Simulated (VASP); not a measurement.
# Ag (Im-3m) in VASP: notebook, part 2 of 2

VASP 6.6.1. Earlier steps stand in the parts before.

## Step 3: Single point, PBE

This run uses another cell than the first one, of 17.95 Å³/atom, 1.015 times its volume.

Contents of INCAR:

```
ALGO = Normal
EDIFF = 1E-6
ENCUT = 500
GGA = PE
GGA_COMPAT = F
ISIF = 2
ISMEAR = 0
LASPH = T
LCHARG = F
LREAL = F
LWAVE = F
NBANDS = 12
NELM = 120
PREC = Accurate
SIGMA = 0.05
```

Contents of KPOINTS:

```
k-points
0
Gamma
  8 8 8
```

Contents of POSCAR:

```
Ag
1.0
   -1.6493996759      1.6493996759      1.6493996759
    1.6493996759     -1.6493996759      1.6493996759
    1.6493996759      1.6493996759     -1.6493996759
Ag
1
Direct
    0.0000000000      0.0000000000      0.0000000000
```

Potentials or basis: VASP PAW PBE potentials, release 64 (Ag).

Launch:

```sh
> cat potpaw_PBE.64/Ag/POTCAR > POTCAR
> mpirun -np 1 vasp_std > vasp.out
```

OUTCAR:

```text
EDIFF = 1E-6
   ENCUT = 500
   GGA = PE
   ISIF = 2
   ISMEAR = 0
   LASPH = T
   LREAL = F
   NELM = 120
   PREC = Accurate

 ion  position               nearest neighbor table
   1  0.000  0.000  0.000-

  LATTYP: Found a body centered cubic cell.
 ALAT       =     3.2987993518

  Lattice vectors:

 A1 = (  -1.6493996759,   1.6493996759,   1.6493996759)
 A2 = (   1.6493996759,  -1.6493996759,   1.6493996759)
 A3 = (   1.6493996759,   1.6493996759,  -1.6493996759)

Analysis of symmetry for initial positions (statically):
=====================================================================
 Subroutine PRICEL returns:
 Original cell was already a primitive cell.

 Routine SETGRP: Setting up the symmetry group for a
 body centered cubic supercell.

 Subroutine GETGRP returns: Found 48 space group operations
[... 9 lines left out ...]

 Routine SETGRP: Setting up the symmetry group for a
 body centered cubic supercell.

 Subroutine GETGRP returns: Found 48 space group operations
[... 11 lines left out ...]
                                     Primitive cell

  volume of cell :      17.9489

  direct lattice vectors                    reciprocal lattice vectors
    -1.649399676  1.649399676  1.649399676     0.000000000  0.303140596  0.303140596
     1.649399676 -1.649399676  1.649399676     0.303140596  0.000000000  0.303140596
     1.649399676  1.649399676 -1.649399676     0.303140596  0.303140596  0.000000000

  length of vectors
     2.856844041  2.856844041  2.856844041     0.428705541  0.428705541  0.428705541

  position of ions in fractional coordinates (direct lattice)
     0.000000000  0.000000000  0.000000000

  ion indices of the primitive-cell ions
   primitive index   ion index
                 1           1

----------------------------------------------------------------------------------------

 KPOINTS: k-points

Automatic generation of k-mesh.
 Grid dimensions read from file:
 generate k-points for:    8    8    8

 Generating k-lattice:

  Cartesian coordinates                     Fractional coordinates (reciprocal lattice)
     0.000000000  0.037892574  0.037892574     0.125000000  0.000000000  0.000000000
     0.037892574  0.000000000  0.037892574     0.000000000  0.125000000  0.000000000
     0.037892574  0.037892574  0.000000000     0.000000000  0.000000000  0.125000000

  Length of vectors
     0.053588193  0.053588193  0.053588193

  Shift w.r.t. Gamma in fractional coordinates (k-lattice)
     0.000000000  0.000000000  0.000000000

 Subroutine IBZKPT returns following result:
 ===========================================

 Found     29 irreducible k-points:

 Following reciprocal coordinates:
            Coordinates               Weight
  0.000000  0.000000  0.000000      1.000000
  0.125000  0.000000  0.000000     12.000000
  0.250000  0.000000  0.000000     12.000000
  0.375000  0.000000  0.000000     12.000000
  0.500000  0.000000  0.000000      6.000000
  0.125000  0.125000  0.000000     24.000000
[... 16 lines left out ...]
 -0.250000  0.250000  0.250000      6.000000
 -0.375000  0.375000  0.250000     24.000000
 [... further k-points ...]
   k-points           NKPTS =     29   k-points in BZ     NKDIM =     29   number of bands    NBANDS=     12
   number of dos      NEDOS =    301   number of ions     NIONS =      1
   total plane-waves  NPLWV =  13824
   dimension x,y,z NGX =    24 NGY =   24 NGZ =   24
   dimension x,y,z NGXF=    48 NGYF=   48 NGZF=   48
   ions per type =               1
   NGX,Y,Z   is equivalent  to a cutoff of  13.97, 13.97, 13.97 a.u.
   NGXF,Y,Z  is equivalent  to a cutoff of  27.93, 27.93, 27.93 a.u.
 SYSTEM =  unknown system
   PREC   = accura    normal or accurate (medium, high low for compatibility)
   ISTART =      0    job   : 0-new  1-cont  2-samecut
   ICHARG =      2    charge: 1-file 2-atom 10-const
   ISPIN  =      1    spin polarized calculation?
   LNONCOLLINEAR =      F non collinear calculations
   LSORBIT =      F    spin-orbit coupling
   LASPH  =      T    aspherical Exc in radial PAW
   ENCUT  =  500.0 eV  36.75 Ry    6.06 a.u.   5.21  5.21  5.21*2*pi/ulx,y,z
   NELM   =    120;   NELMIN=  2; NELMDL= -5     # of ELM steps
   EDIFF  = 0.1E-05   stopping-criterion for ELM
   LREAL  =      F    real-space projection
   EDIFFG = 0.1E-04   stopping-criterion for IOM
   NSW    =      0    number of steps for IOM
   IBRION =     -1    ionic relax: 0-MD 1-quasi-New 2-CG
   NFREE  =      0    steps in history (QN), initial steepest desc. (CG)
   ISIF   =      2    stress and relaxation
   ISYM   =      2    0-nonsym 1-usesym 2-fastsym
   POTIM  = 0.5000    time-step for ionic-motion
   TEBEG  =    0.0;   TEEND  =   0.0 temperature during run
   PSTRESS=    0.0 pullay stress
   NELECT =      11.0000    total number of electrons
   NUPDOWN=      -1.0000    fix difference up-down
   EMIN   =  10.00;   EMAX   =-10.00  energy-range for DOS
   EFERMI =   0.00;   METHOD = LEGACY
   ISMEAR =     0;   SIGMA  =   0.05  broadening in eV -4-tet -1-fermi 0-gaus
   EFERMI_NEDOS =   21; number of points for ismear=-14 and -15
   IALGO  =     38    algorithm
   IMIX   =      4    mixing-type and parameters
     AMIX     =   0.40;   BMIX     =  1.00
     AMIX_MAG =   1.60;   BMIX_MAG =  1.00
  volume/ion in A,a.u.               =      17.95       121.13
  Fermi-wavevector in a.u.,A,eV,Ry     =   1.390571  2.627798 26.309417  1.933688
  Thomas-Fermi vector in A             =   2.514493
   LORBIT       =      0    0 simple, 1 ext, 2 COOP (PROOUT), +10 PAW based schemes
   GGA     = PE    functional components
   LHFCALC =     F    Hartree Fock is set to
   AEXX    =    0.0000 exact exchange contribution
   IVDW    =     0    specifies the selected vdW correction
   LEPSILON=     F    determine dielectric tensor
   LRPA    =     F    only Hartree local field effects (RPA)
 non-spin polarized calculation
 Gauss-broadening in eV      SIGMA  =   0.05
  energy-cutoff  :      500.00
  volume of cell :       17.95
 maximum number of plane-waves:       466
 NGX is ok and might be reduce to    24
   NGX = 11   NGY = 11   NGZ = 11

 number of electron      11.0000003 magnetization

 Free energy of the ion-electron system (eV)
  ---------------------------------------------------
  ext. energy  EPLUGINS =         0.00000000
  ---------------------------------------------------
  free energy    TOTEN  =        -2.63636164 eV

  energy without entropy =       -2.63342760  energy(sigma->0) =       -2.63489462

 E-fermi :   7.9089     XC(G=0): -11.9090

 val. band max:        7.9088579386   @ k =   0.3750   0.1250  -0.0000
 cond. band min:       7.9706585115   @ k =   0.2500   0.2500   0.0000
 fundamental gap:      0.0618005729
 Fermi energy:         7.9089204732

 k-point     1 :       0.0000    0.0000    0.0000
  band No.  band energies     occupation
      1       0.3441      2.00000
      2       2.9903      2.00000
      3       2.9903      2.00000
      4       2.9903      2.00000
      5       4.2136      2.00000
      6       4.2136      2.00000
      7      25.5319      0.00000
      8      25.5319      0.00000
      9      25.5319      0.00000
     10      31.0652      0.00000
     11      31.0652      0.00000
     12      31.0652      0.00000

 k-point     2 :       0.1250    0.0000    0.0000
  band No.  band energies     occupation
      1       0.8228      2.00000
      2       2.8792      2.00000
      3       3.0151      2.00000
      4       3.2576      2.00000
      5       4.1080      2.00000
      6       4.2224      2.00000
      7      23.9292      0.00000
      8      25.1275      0.00000
      9      25.8136      0.00000
     10      28.4302      0.00000
     11      28.6903      0.00000
     12      28.8266      0.00000
[... 301 lines left out ...]
 k-point    23 :      -0.2500    0.2500    0.2500
  band No.  band energies     occupation
      1       2.6282      2.00000
      2       2.9081      2.00000
      3       3.4483      2.00000
      4       3.4483      2.00000
      5       3.9127      2.00000
      6       5.8678      2.00000
      7      20.4275      0.00000
      8      20.4275      0.00000
      9      21.2715      0.00000
     10      21.7714      0.00000
     11      32.3082      0.00000
     12      32.3082      0.00000

 k-point    24 :      -0.3750    0.3750    0.2500
  band No.  band energies     occupation
      1       2.3627      2.00000
      2       2.6357      2.00000
      3       3.4525      2.00000
      4       3.8245      2.00000
      5       4.6189      2.00000
      6       8.1221      0.00000
      7      15.9720      0.00000
      8      18.4016      0.00000
      9      20.8619      0.00000
     10      23.2440      0.00000
     11      30.1734      0.00000
     12      32.2925      0.00000

 [... further k-points ...]
[... 5 lines left out ...]
  --------------------------------------------------------------------------------------
  -------------------------------------------------------------------------------------
  Total       -0.0020711     -0.0020711     -0.0020711     -0.0000000     -0.0000000      0.0000000
  in kB       -0.1848712     -0.1848712     -0.1848712     -0.0000000     -0.0000000      0.0000000
  external PRESSURE =      -0.1848712 kB  Pullay stress =       0.0000000 kB

 VOLUME and BASIS-vectors are now :
 -----------------------------------------------------------------------------
  energy-cutoff  :      500.00
  volume of cell :       17.95
      direct lattice vectors                 reciprocal lattice vectors
    -1.649399676  1.649399676  1.649399676     0.000000000  0.303140596  0.303140596
     1.649399676 -1.649399676  1.649399676     0.303140596  0.000000000  0.303140596
     1.649399676  1.649399676 -1.649399676     0.303140596  0.303140596  0.000000000

 POSITION                                       TOTAL-FORCE (eV/Angst)
 -----------------------------------------------------------------------------------
      0.00000      0.00000      0.00000        -0.000000     -0.000000     -0.000000
 -----------------------------------------------------------------------------------
    total drift:                                0.000000      0.000000     -0.000000

  FREE ENERGIE OF THE ION-ELECTRON SYSTEM (eV)
  ---------------------------------------------------
  free  energy   TOTEN  =        -2.6363616429 eV

  energy  without entropy=       -2.6334275967  energy(sigma->0) =       -2.63489462
```

OSZICAR:

```text
N       E                     dE             d eps       ncg     rms          rms(c)
DAV:   1     0.507045322202E+02    0.50705E+02   -0.54039E+03   704   0.793E+02
DAV:   2    -0.208735417039E+01   -0.52792E+02   -0.49998E+02   816   0.188E+02
DAV:   3    -0.287565330603E+01   -0.78830E+00   -0.78795E+00   820   0.244E+01
DAV:   4    -0.287781487486E+01   -0.21616E-02   -0.21615E-02   772   0.135E+00
DAV:   5    -0.287783146701E+01   -0.16592E-04   -0.16592E-04   812   0.109E-01    0.460E+00
DAV:   6    -0.264539843083E+01    0.23243E+00   -0.94779E-01   776   0.858E+00    0.306E+00
DAV:   7    -0.263882907257E+01    0.65694E-02   -0.79916E-03   788   0.838E-01    0.176E+00
DAV:   8    -0.263634865298E+01    0.24804E-02   -0.73371E-04   780   0.214E-01    0.837E-02
DAV:   9    -0.263635599878E+01   -0.73458E-05   -0.73321E-06   768   0.197E-02    0.244E-02
DAV:  10    -0.263636206701E+01   -0.60682E-05   -0.43657E-06   804   0.199E-02    0.535E-03
DAV:  11    -0.263636164290E+01    0.42410E-06   -0.76928E-08   432   0.226E-03
   1 F= -.26363616E+01 E0= -.26348946E+01  d E =-.293405E-02
```

stdout:

```text
POSCAR found type information on POSCAR Ag
 POSCAR found :  1 types and       1 ions
 scaLAPACK will be used
 LDA part: xc-table for (Slater+PW92), standard interpolation
 POSCAR, INCAR and KPOINTS ok, starting setup
 FFT: planning ... GRIDC
 FFT: planning ... GRID_SOFT
 FFT: planning ... GRID
 WAVECAR not read
 entering main loop
```

Run time: 10 s. Hardware: 1 thread of Intel Xeon 8259CL, shared host; peak memory 0.14 GiB.

What came out:

- Free energy: -2.6364 eV
- Pressure: 0.0 GPa

Levels at points of the mesh, in eV from the Fermi level:
```tsv
k point	band 2	band 3	band 4	band 5	band 6	band 7	band 8	band 9	band 10	band 11
(0.00, 0.00, 0.00)	-4.92	-4.92	-4.92	-3.70	-3.70	17.62	17.62	17.62	23.16	23.16
(0.50, 0.00, 0.00)	-5.63	-3.75	-3.59	-2.77	-0.12	3.69	12.99	13.87	19.21	20.32
(0.50, 0.50, 0.50)	-6.23	-2.99	-2.99	-2.99	6.60	6.60	6.60	11.96	12.91	12.91
```

## Step 4: Single point, PBE, non-collinear spin, zero start, spin-orbit coupling

This run uses another cell than the first one, of 17.95 Å³/atom, 1.015 times its volume.

Contents of INCAR:

```
SYSTEM = Ag
ALGO = Normal ; EDIFF = 1E-6
ENCUT = 500 ; GGA = PE
GGA_COMPAT = .FALSE. ; ISIF = 2
ISMEAR = 0 ; LASPH = .TRUE.
LCHARG = .FALSE. ; LMAXMIX = 4
LNONCOLLINEAR = .TRUE. ; LORBIT = 11
LORBMOM = .TRUE. ; LREAL = .FALSE.
LSORBIT = .TRUE. ; LWAVE = .FALSE.
MAGMOM = 0 0 0 ; NBANDS = 22
NELM = 200 ; PREC = Accurate
SIGMA = 0.05
```

Contents of KPOINTS:

```
k-points
0
G
  18 18 18
  0 0 0
```

POSCAR is that of step 3.

Launch:

```sh
> cat potpaw_PBE.64/Ag/POTCAR > POTCAR
> mpirun -np 1 vasp_ncl > vasp.out
```

Wall time 3.6 min (1 thread of Intel Xeon 8259CL, shared host); peak memory 0.27 GiB.

Results (log left out):

```yaml
Free_energy: -2.7078 eV
Pressure: 0.2 GPa
Net_moment: 0.00 μB per cell
Valence_electrons_inside_the_program's_atomic_spheres: Ag 9.84
```

Moments on the atoms (μB; x, y, z):
```
Ag  0.00 0.00 0.00
```

## Step 5: Summary

| spin | cell | k mesh | gap on the mesh (eV) | pressure (GPa) |
| --- | --- | --- | --- | --- |
| off | a = 2.843 Å, angles 109.5°, 1 atom | 8 × 8 × 8 | none | 1.4 |
| off | a = 2.857 Å, angles 109.5°, 1 atom | 8 × 8 × 8 | none | 0.0 |
| non-collinear, zero start, SOC | a = 2.857 Å, angles 109.5°, 1 atom | 18 × 18 × 18 | - | 0.2 |

Alike in all rows: task single point; level PBE; potentials or basis VASP PAW PBE potentials, release 64 (Ag); cutoff (eV) 500; smearing gaussian 0.05 eV.

Total energies depend on the potentials used, so only differences within one code and one set of settings carry meaning.
